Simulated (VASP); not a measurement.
Input of a VASP 6.6.1 run:

The input POSCAR:

```
GaP
1.0
    2.6707450000      2.6707450000      0.0000000000
   -2.6707450000      2.6707450000      0.0000000000
    0.0000000000      2.6707450000      2.7718596842
Ga P
1 1
Direct
    0.0000000000      0.0000000000      0.0000000000
    0.7500000000      0.2500000000      0.5000000000
```

The input INCAR.step1:

```
SYSTEM = GaP
PREC = Accurate ; ENCUT = 520
ISMEAR = 0 ; SIGMA = 0.01
LREAL = .FALSE. ; LASPH = .TRUE.
NELM = 60 ; NBANDS = 16
GGA = PE ; ALGO = Normal
EDIFF = 1E-4 ; LWAVE = .TRUE.
LCHARG = .FALSE.
```

File INCAR.step2:

```
SYSTEM = GaP
PREC = Accurate ; ENCUT = 520
EDIFF = 1E-6 ; ISMEAR = 0
SIGMA = 0.01 ; LREAL = .FALSE.
LASPH = .TRUE. ; NELM = 60
ALGO = Normal ; ISIF = 2
LWAVE = .FALSE. ; LCHARG = .TRUE.
METAGGA = R2SCAN ; LMIXTAU = .TRUE.
LELF = .TRUE. ; LVHAR = .TRUE.
NBANDS = 16 ; ISTART = 1
```

The input KPOINTS:

```
Automatic mesh
0
G
  8 8 8
  0 0 0
```

Potentials or basis: VASP PAW PBE potentials, release 64 (Ga_d, P).

The run is started by

```console
$ cat potpaw_PBE.64/Ga_d/POTCAR potpaw_PBE.64/P/POTCAR > POTCAR
$ cp INCAR.step1 INCAR
$ mpirun -np 1 vasp_std > vasp.out
$ cp INCAR.step2 INCAR
$ mpirun -np 1 vasp_std > vasp.out
```

Predict the pressure.

2.1 GPa.

Estimate the band gap on the k mesh.

1.67 eV, indirect (least direct gap 2.46 eV).

Stress tensor (GPa, compression positive):
```
 3.19  0.00  0.00
 0.00  3.19  0.00
 0.00  0.00 -0.09
```

Caveat: the cell differs from its parent crystal (in-plane strain -0.02, then relaxed in part); the PAW data sets were made with another functional, which shifts forces and pressure a little. A k mesh can miss the band edges.
